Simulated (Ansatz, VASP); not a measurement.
**WC: VASP beside Ansatz**

Contents of INCAR:

```
SYSTEM = WC
PREC = Accurate
ENCUT = 600
EDIFF = 1E-6
ISMEAR = 0
SIGMA = 0.15
LREAL = .FALSE.
LASPH = .TRUE.
NELM = 100
ALGO = Normal
ISIF = 3
LWAVE = .FALSE.
LCHARG = .FALSE.
GGA = PS
IBRION = 2
NSW = 100
EDIFFG = -0.01
```

Contents of KPOINTS:

```
Automatic mesh
0
G
  12 12 12
  0 0 0
```

The input POSCAR:

```
WC
1.0
    2.8984136660      0.0000000000      0.0000000000
   -1.4492068330      2.5100998655      0.0000000000
    0.0000000000      0.0000000000      2.8276119028
W C
1 1
Direct
   -0.0403550339     -0.0383487840      0.0432592173
    0.7070217006      0.3716821173      0.4567407827
```

Input for Ansatz:

```yaml
crystal:
  lattice:
    - [2.898413666, 0.0, 0.0]
    - [-1.449206833, 2.5100998655, 0.0]
    - [0.0, 0.0, 2.8276119028]
  atoms:
    - { symbol: W, position: [-0.0403550339, -0.038348784, 0.0432592173] }
    - { symbol: C, position: [0.7070217006, 0.3716821173, 0.4567407827] }
basis:
  ecutwfc: 420
kpoints:
  mp_grid: { grid: [12, 12, 12] }
hamiltonian:
  xc: pbesol
scf:
  occupations: { method: gaussian, width: 0.15 }
output:
  forces: true
  stress: true
  eigenvalues: true
relax:
  adjacent_minimum: "off"
  f_tol: 0.01
  max_steps: 80
  cell: { stress_tol: 0.1 }
```

Change from the starting cell: all atoms moved at random, sigma 0.15 Å a component; relaxed back.

Alike in both runs: task relaxation of cell and atoms; functional PBEsol; k mesh 12 × 12 × 12; occupations gaussian, width 0.15 eV; no spin polarisation.

```csv
,VASP,Ansatz
version,VASP 6.6.1,Ansatz 0.2.0
potentials or method,"VASP PAW PBE potentials, release 64 (W_sv, C), cutoff 600 eV","scalar-relativistic, plane waves, PAW"
valence electrons in the cell,18,18
```

|  | VASP | Ansatz | Ansatz less VASP |
| --- | --- | --- | --- |
| gap on the k mesh at the Fermi level, each at its own relaxed structure (eV) | none | none | - |
| relaxed volume (Å³/atom) | 10.32 | 10.29 | -0.030 |
| relaxed cell length with the largest relative difference (Å) | 2.831 | 2.827 | -0.0031 |

VASP's potentials were made for PBE, not for PBEsol. A gap of «none» marks a metal or a gap that the smearing closes.

Spin-orbit coupling is off throughout.
